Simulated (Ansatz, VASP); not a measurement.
## ZnAu: VASP beside Ansatz

```xyz
2
Lattice="3.1887 0.0000 0.0000 0.0000 3.1887 0.0000 0.0000 0.0000 3.1887" Properties=species:S:1:pos:R:3 pbc="T T T"
Zn    1.5943    1.5943    1.5943
Au    0.0000    0.0000    0.0000
```

Alike in both runs: task single point; functional PBEsol; k mesh 14 × 14 × 14; occupations gaussian, width 0.1 eV; no spin polarisation.

|  | VASP | Ansatz |
| --- | --- | --- |
| version | VASP 6.6.1 | Ansatz 0.2.0 |
| potentials or method | VASP PAW PBE potentials, release 64 (Zn, Au), cutoff 520 eV | scalar-relativistic, plane waves, PAW |
| valence electrons in the cell | 23 | 31 |

|  | VASP | Ansatz | Ansatz less VASP |
| --- | --- | --- | --- |
| gap on the k mesh at the Fermi level (eV) | none | none | - |
| pressure (GPa) | -6.9 | -7.0 | -0.13 |

VASP's potentials were made for PBE, not for PBEsol. A gap of «none» marks a metal or a gap that the smearing closes. The functional is the same, so the differences come from potentials, cutoffs and numerics. VASP's potentials hold 23 valence electrons a cell and Ansatz's 31, so a difference there can come from the potentials and not from the codes.

Neither program's run includes spin-orbit coupling.
